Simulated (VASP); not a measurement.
# Ti (Im-3m) in VASP: a series of runs

Runs on Ti. Level: PBE. Tasks: single point.

All numbers are computed with VASP 6.6.1; they aren't measurements. Logs are shortened: lines on timing, memory, paths and dates and some standing lists are left out, and cuts for length are marked.

### 1 The cell of the first run

The structure is cubic, space group Im-3m (No. 229). Conventional cell: a = 3.217 Å, b = 3.217 Å, c = 3.217 Å, α = 90.00°, β = 90.00°, γ = 90.00°. Within 3.7 Å of Ti (site symmetry m-3m) lie 14 Ti at 2.79 to 3.22 Å.

### 2 Single point, PBE

INCAR

```
SYSTEM = Ti
PREC     = Accurate       ! precision mode
ENCUT    = 520            ! plane-wave cutoff, eV
EDIFF    = 1E-6           ! SCF threshold, eV
ISMEAR   = 0              ! smearing method
SIGMA    = 0.1            ! smearing width, eV
LREAL    = .FALSE.        ! projectors in reciprocal space
LASPH    = .TRUE.         ! aspherical terms in the spheres
NELM     = 100            ! most SCF steps
ALGO     = Normal         ! electronic algorithm
ISIF     = 2              ! what is computed and relaxed
LWAVE    = .FALSE.        ! write WAVECAR
LCHARG   = .TRUE.         ! write CHGCAR
GGA      = PE             ! functional
LELF     = .TRUE.         ! ELF
LVHAR    = .TRUE.       
NBANDS   = 12             ! bands
```

KPOINTS

```
regular mesh
0
G
  18 18 18
  0 0 0
```

POSCAR

```
Ti
1.0
   -1.6086800379      1.6086800379      1.6086800379
    1.6086800379     -1.6086800379      1.6086800379
    1.6086800379      1.6086800379     -1.6086800379
Ti
1
Direct
    0.0000000000      0.0000000000      0.0000000000
```

Potentials or basis: VASP PAW PBE potentials, release 64 (Ti_sv).

Command:

```
$ cat potpaw_PBE.64/Ti_sv/POTCAR > POTCAR
$ mpirun -np 1 vasp_std > vasp.out
```

OUTCAR:

```text
SYSTEM = Ti
   PREC = Accurate
   ENCUT = 520
   EDIFF = 1E-6
   ISMEAR = 0
   LREAL = .FALSE.
   LASPH = .TRUE.
   NELM = 100
   ISIF = 2
   GGA = PE

 ion  position               nearest neighbor table
   1  0.000  0.000  0.000-

  LATTYP: Found a body centered cubic cell.
 ALAT       =     3.2173600758

  Lattice vectors:

 A1 = (  -1.6086800379,   1.6086800379,   1.6086800379)
 A2 = (   1.6086800379,  -1.6086800379,   1.6086800379)
 A3 = (   1.6086800379,   1.6086800379,  -1.6086800379)

Analysis of symmetry for initial positions (statically):
=====================================================================
 Subroutine PRICEL returns:
 Original cell was already a primitive cell.

 Routine SETGRP: Setting up the symmetry group for a
 body centered cubic supercell.

 Subroutine GETGRP returns: Found 48 space group operations
 (whereof 48 operations were pure point group operations)
 out of a pool of 48 trial point group operations.

The static configuration has the point symmetry O_h .

Analysis of symmetry for dynamics (positions and initial velocities):
=====================================================================
 Subroutine PRICEL returns:
 Original cell was already a primitive cell.

 Routine SETGRP: Setting up the symmetry group for a
 body centered cubic supercell.

 Subroutine GETGRP returns: Found 48 space group operations
 (whereof 48 operations were pure point group operations)
 out of a pool of 48 trial point group operations.

The dynamic configuration has the point symmetry O_h .

 Subroutine INISYM returns: Found 48 space group operations
 (whereof 48 operations are pure point group operations),
 and found     1 'primitive' translations

----------------------------------------------------------------------------------------

                                     Primitive cell

  volume of cell :      16.6521

  direct lattice vectors                    reciprocal lattice vectors
    -1.608680038  1.608680038  1.608680038     0.000000000  0.310813828  0.310813828
     1.608680038 -1.608680038  1.608680038     0.310813828  0.000000000  0.310813828
     1.608680038  1.608680038 -1.608680038     0.310813828  0.310813828  0.000000000

  length of vectors
     2.786315559  2.786315559  2.786315559     0.439557130  0.439557130  0.439557130

  position of ions in fractional coordinates (direct lattice)
     0.000000000  0.000000000  0.000000000

  ion indices of the primitive-cell ions
   primitive index   ion index
                 1           1

----------------------------------------------------------------------------------------

 KPOINTS: regular mesh

Automatic generation of k-mesh.
 Grid dimensions read from file:
 generate k-points for:   18   18   18

 Generating k-lattice:

  Cartesian coordinates                     Fractional coordinates (reciprocal lattice)
     0.000000000  0.017267435  0.017267435     0.055555556  0.000000000  0.000000000
     0.017267435  0.000000000  0.017267435     0.000000000  0.055555556  0.000000000
     0.017267435  0.017267435  0.000000000     0.000000000  0.000000000  0.055555556

  Length of vectors
     0.024419841  0.024419841  0.024419841

  Shift w.r.t. Gamma in fractional coordinates (k-lattice)
     0.000000000  0.000000000  0.000000000

 Subroutine IBZKPT returns following result:
 ===========================================

 Found    195 irreducible k-points:

 Following reciprocal coordinates:
            Coordinates               Weight
  0.000000  0.000000  0.000000      1.000000
  0.055556  0.000000  0.000000     12.000000
  0.111111  0.000000  0.000000     12.000000
  0.166667  0.000000  0.000000     12.000000
  0.222222  0.000000  0.000000     12.000000
  0.277778  0.000000  0.000000     12.000000
[... 16 lines left out ...]
  0.333333  0.111111  0.000000     48.000000
  0.388889  0.111111  0.000000     48.000000
 [... further k-points ...]
   k-points           NKPTS =    195   k-points in BZ     NKDIM =    195   number of bands    NBANDS=     12
   number of dos      NEDOS =    301   number of ions     NIONS =      1
   total plane-waves  NPLWV =  13824
   dimension x,y,z NGX =    24 NGY =   24 NGZ =   24
   dimension x,y,z NGXF=    48 NGYF=   48 NGZF=   48
   ions per type =               1
   NGX,Y,Z   is equivalent  to a cutoff of  14.32, 14.32, 14.32 a.u.
   NGXF,Y,Z  is equivalent  to a cutoff of  28.64, 28.64, 28.64 a.u.
 SYSTEM =  Ti
   PREC   = accura    normal or accurate (medium, high low for compatibility)
   ISTART =      0    job   : 0-new  1-cont  2-samecut
   ICHARG =      2    charge: 1-file 2-atom 10-const
   ISPIN  =      1    spin polarized calculation?
   LNONCOLLINEAR =      F non collinear calculations
   LSORBIT =      F    spin-orbit coupling
   LASPH  =      T    aspherical Exc in radial PAW
   ENCUT  =  520.0 eV  38.22 Ry    6.18 a.u.   5.18  5.18  5.18*2*pi/ulx,y,z
   NELM   =    100;   NELMIN=  2; NELMDL= -5     # of ELM steps
   EDIFF  = 0.1E-05   stopping-criterion for ELM
   LREAL  =      F    real-space projection
   EDIFFG = 0.1E-04   stopping-criterion for IOM
   NSW    =      0    number of steps for IOM
   IBRION =     -1    ionic relax: 0-MD 1-quasi-New 2-CG
   NFREE  =      0    steps in history (QN), initial steepest desc. (CG)
   ISIF   =      2    stress and relaxation
   ISYM   =      2    0-nonsym 1-usesym 2-fastsym
   POTIM  = 0.5000    time-step for ionic-motion
   TEBEG  =    0.0;   TEEND  =   0.0 temperature during run
   PSTRESS=    0.0 pullay stress
   NELECT =      12.0000    total number of electrons
   NUPDOWN=      -1.0000    fix difference up-down
   EMIN   =  10.00;   EMAX   =-10.00  energy-range for DOS
   EFERMI =   0.00;   METHOD = LEGACY
   ISMEAR =     0;   SIGMA  =   0.10  broadening in eV -4-tet -1-fermi 0-gaus
   EFERMI_NEDOS =   21; number of points for ismear=-14 and -15
   IALGO  =     38    algorithm
   IMIX   =      4    mixing-type and parameters
     AMIX     =   0.40;   BMIX     =  1.00
     AMIX_MAG =   1.60;   BMIX_MAG =  1.00
  volume/ion in A,a.u.               =      16.65       112.37
  Fermi-wavevector in a.u.,A,eV,Ry     =   1.467728  2.773604 29.310017  2.154225
  Thomas-Fermi vector in A             =   2.583311
   LORBIT       =      0    0 simple, 1 ext, 2 COOP (PROOUT), +10 PAW based schemes
   GGA     = PE    functional components
   LHFCALC =     F    Hartree Fock is set to
   AEXX    =    0.0000 exact exchange contribution
   IVDW    =     0    specifies the selected vdW correction
   LEPSILON=     F    determine dielectric tensor
   LRPA    =     F    only Hartree local field effects (RPA)
 non-spin polarized calculation
 Gauss-broadening in eV      SIGMA  =   0.10
  energy-cutoff  :      520.00
  volume of cell :       16.65
 maximum number of plane-waves:       468
 NGX is ok and might be reduce to    24
   NGX = 11   NGY = 11   NGZ = 11

 number of electron      11.9999999 magnetization

 Free energy of the ion-electron system (eV)
  ---------------------------------------------------
  ext. energy  EPLUGINS =         0.00000000
  ---------------------------------------------------
  free energy    TOTEN  =        -7.72405518 eV

  energy without entropy =       -7.71305719  energy(sigma->0) =       -7.71855619

 E-fermi :   8.5308     XC(G=0): -11.6932

 val. band max:        8.5261002504   @ k =  -0.4444   0.5000   0.1111
 cond. band min:       8.5432991463   @ k =   0.2778   0.1111   0.0556
 fundamental gap:      0.0171988959
 Fermi energy:         8.5307787622

 k-point     1 :       0.0000    0.0000    0.0000
  band No.  band energies     occupation
      1     -47.9209      2.00000
      2     -23.7249      2.00000
      3     -23.7249      2.00000
      4     -23.7249      2.00000
      5       2.4879      2.00000
      6       9.5557      0.00000
      7       9.5557      0.00000
      8       9.5557      0.00000
      9      11.4057      0.00000
     10      11.4057      0.00000
     11      26.2447      0.00000
     12      26.2447      0.00000

 k-point     2 :       0.0556    0.0000    0.0000
  band No.  band energies     occupation
      1     -47.9163      2.00000
      2     -23.7492      2.00000
      3     -23.7323      2.00000
      4     -23.7250      2.00000
      5       2.5982      2.00000
      6       9.5040      0.00000
      7       9.5419      0.00000
      8       9.6369      0.00000
      9      11.3438      0.00000
     10      11.4087      0.00000
     11      26.1005      0.00000
     12      26.2419      0.00000

 k-point     3 :       0.1111    0.0000    0.0000
  band No.  band energies     occupation
      1     -47.9029      2.00000
      2     -23.8187      2.00000
      3     -23.7535      2.00000
      4     -23.7255      2.00000
      5       2.9210      2.00000
      6       9.3585      0.00000
      7       9.4815      0.00000
      8       9.8760      0.00000
      9      11.2027      0.00000
     10      11.4196      0.00000
     11      25.6284      0.00000
     12      26.1459      0.00000

 k-point     4 :       0.1667    0.0000    0.0000
  band No.  band energies     occupation
      1     -47.8824      2.00000
      2     -23.9240      2.00000
      3     -23.7858      2.00000
      4     -23.7263      2.00000
      5       3.4304      2.00000
      6       9.1443      0.00000
      7       9.3349      0.00000
      8      10.2589      0.00000
      9      11.0868      0.00000
     10      11.4437      0.00000
     11      24.7599      0.00000
     12      25.7659      0.00000

 k-point     5 :       0.2222    0.0000    0.0000
  band No.  band energies     occupation
      1     -47.8571      2.00000
      2     -24.0514      2.00000
      3     -23.8253      2.00000
      4     -23.7272      2.00000
      5       4.0774      2.00000
      6       8.8946      0.00000
      7       9.1102      0.00000
      8      10.7603      0.00000
      9      11.0725      0.00000
     10      11.4859      0.00000
     11      23.5161      0.00000
     12      25.0639      0.00000
[... 228 lines left out ...]
      1     -47.8218      2.00000
      2     -24.2024      2.00000
      3     -23.8745      2.00000
      4     -23.7580      2.00000
      5       5.0460      2.00000
      6       8.5894      0.40720
      7       8.7344      0.00398
      8      10.9868      0.00000
      9      11.6268      0.00000
     10      11.7223      0.00000
     11      22.1228      0.00000
     12      23.6020      0.00000

 k-point    22 :       0.2778    0.1111    0.0000
  band No.  band energies     occupation
      1     -47.7978      2.00000
      2     -24.3069      2.00000
      3     -23.9214      2.00000
      4     -23.7604      2.00000
      5       5.6645      2.00000
      6       8.3805      1.96638
      7       8.6654      0.05690
      8      11.1184      0.00000
      9      11.7469      0.00000
     10      12.3065      0.00000
     11      20.5954      0.00000
     12      22.9118      0.00000

 k-point    23 :       0.3333    0.1111    0.0000
  band No.  band energies     occupation
      1     -47.7781      2.00000
      2     -24.3906      2.00000
      3     -23.9602      2.00000
      4     -23.7620      2.00000
      5       6.0589      2.00000
      6       8.2351      1.99997
      7       8.8285      0.00003
      8      11.2545      0.00000
      9      11.8184      0.00000
     10      12.9057      0.00000
     11      19.1850      0.00000
     12      22.3542      0.00000

 k-point    24 :       0.3889    0.1111    0.0000
  band No.  band energies     occupation
      1     -47.7653      2.00000
      2     -24.4447      2.00000
      3     -23.9857      2.00000
      4     -23.7630      2.00000
      5       6.2143      2.00000
      6       8.1439      2.00000
      7       9.1333      0.00000
      8      11.3288      0.00000
      9      11.9073      0.00000
     10      13.3705      0.00000
     11      18.1225      0.00000
     12      21.9874      0.00000

 [... further k-points ...]

------------------------ aborting loop because EDIFF is reached ----------------------------------------

  FORCE on cell =-STRESS in cart. coord.  units (eV):
  Direction    XX          YY          ZZ          XY          YZ          ZX
  --------------------------------------------------------------------------------------
  -------------------------------------------------------------------------------------
  Total        0.3862557      0.3862557      0.3862557     -0.0000000      0.0000000      0.0000000
  in kB       37.1634865     37.1634865     37.1634865     -0.0000000      0.0000000      0.0000000
  external PRESSURE =      37.1634865 kB  Pullay stress =       0.0000000 kB

 VOLUME and BASIS-vectors are now :
 -----------------------------------------------------------------------------
  energy-cutoff  :      520.00
  volume of cell :       16.65
      direct lattice vectors                 reciprocal lattice vectors
    -1.608680038  1.608680038  1.608680038     0.000000000  0.310813828  0.310813828
     1.608680038 -1.608680038  1.608680038     0.310813828  0.000000000  0.310813828
     1.608680038  1.608680038 -1.608680038     0.310813828  0.310813828  0.000000000

 POSITION                                       TOTAL-FORCE (eV/Angst)
 -----------------------------------------------------------------------------------
      0.00000      0.00000      0.00000        -0.000000      0.000000     -0.000000
 -----------------------------------------------------------------------------------
    total drift:                                0.000000      0.000000     -0.000000

  FREE ENERGIE OF THE ION-ELECTRON SYSTEM (eV)
  ---------------------------------------------------
  free  energy   TOTEN  =        -7.7240551843 eV

  energy  without entropy=       -7.7130571871  energy(sigma->0) =       -7.71855619
```

It took 11 s on 1 thread of Intel Xeon 6975P-C (Granite Rapids), shared host; peak memory 0.17 GiB.

What came out:

```yaml
Free_energy: -7.7241 eV
Pressure: 3.7 GPa
Band_gap_on_the_k_mesh: zero (band 6 reaches 9.56 eV, above the bottom of band 7 at 7.94 eV)
```

### 3 Single point, PBE

This run uses another cell than the first one, of 12.85 Å³/atom, 0.771 times its volume.

INCAR

```
ALGO = Normal
EDIFF = 1E-6
ENCUT = 520
GGA = PE
ISIF = 2
ISMEAR = 0
LASPH = T
LCHARG = T
LELF = T
LREAL = F
LVHAR = T
LWAVE = F
NBANDS = 12
NELM = 100
PREC = Accurate
SIGMA = 0.1
```

KPOINTS

```
k-points
0
Gamma
  20 20 20
```

POSCAR

```
Ti
1.0
   -1.4753691086      1.4753691086      1.4753691086
    1.4753691086     -1.4753691086      1.4753691086
    1.4753691086      1.4753691086     -1.4753691086
Ti
1
Direct
    0.0000000000      0.0000000000      0.0000000000
```

Potentials or basis: VASP PAW PBE potentials, release 64 (Ti_sv).

Command:

```
$ cat potpaw_PBE.64/Ti_sv/POTCAR > POTCAR
$ mpirun -np 1 vasp_std > vasp.out
```

OUTCAR:

```text
EDIFF = 1E-6
   ENCUT = 520
   GGA = PE
   ISIF = 2
   ISMEAR = 0
   LASPH = T
   LREAL = F
   NELM = 100
   PREC = Accurate

 ion  position               nearest neighbor table
   1  0.000  0.000  0.000-

  LATTYP: Found a body centered cubic cell.
 ALAT       =     2.9507382172

  Lattice vectors:

 A1 = (  -1.4753691086,   1.4753691086,   1.4753691086)
 A2 = (   1.4753691086,  -1.4753691086,   1.4753691086)
 A3 = (   1.4753691086,   1.4753691086,  -1.4753691086)

Analysis of symmetry for initial positions (statically):
[... 537 lines left out ...]

 [... further k-points ...]

------------------------ aborting loop because EDIFF is reached ----------------------------------------

  FORCE on cell =-STRESS in cart. coord.  units (eV):
  Direction    XX          YY          ZZ          XY          YZ          ZX
  --------------------------------------------------------------------------------------
  -------------------------------------------------------------------------------------
  Total        3.9385384      3.9385384      3.9385384      0.0000000     -0.0000000      0.0000000
  in kB      491.2285743    491.2285743    491.2285743      0.0000000     -0.0000000      0.0000000
  external PRESSURE =     491.2285743 kB  Pullay stress =       0.0000000 kB

 VOLUME and BASIS-vectors are now :
 -----------------------------------------------------------------------------
  energy-cutoff  :      520.00
  volume of cell :       12.85
      direct lattice vectors                 reciprocal lattice vectors
    -1.475369109  1.475369109  1.475369109     0.000000000  0.338898244  0.338898244
     1.475369109 -1.475369109  1.475369109     0.338898244  0.000000000  0.338898244
     1.475369109  1.475369109 -1.475369109     0.338898244  0.338898244  0.000000000

 POSITION                                       TOTAL-FORCE (eV/Angst)
 -----------------------------------------------------------------------------------
      0.00000      0.00000      0.00000        -0.000000      0.000000     -0.000000
 -----------------------------------------------------------------------------------
    total drift:                                0.000000     -0.000000      0.000000

  FREE ENERGIE OF THE ION-ELECTRON SYSTEM (eV)
  ---------------------------------------------------
  free  energy   TOTEN  =        -7.1819351104 eV

  energy  without entropy=       -7.1748648311  energy(sigma->0) =       -7.17839997
```

stdout:

```text
POSCAR found type information on POSCAR Ti
 POSCAR found :  1 types and       1 ions
 scaLAPACK will be used
 LDA part: xc-table for (Slater+PW92), standard interpolation
 POSCAR, INCAR and KPOINTS ok, starting setup
 FFT: planning ... GRIDC
 FFT: planning ... GRID_SOFT
 FFT: planning ... GRID
 WAVECAR not read
 entering main loop
```

It took 13 s on 1 thread of Intel Xeon 6975P-C (Granite Rapids), shared host; peak memory 0.15 GiB.

What came out:

```
Free energy            : -7.1819 eV
Pressure               : 49.1 GPa
Band gap on the k mesh : zero (band 6 reaches 12.82 eV, above the bottom of band 7 at 10.89 eV)
```

(Continued in part 2 of 2.)
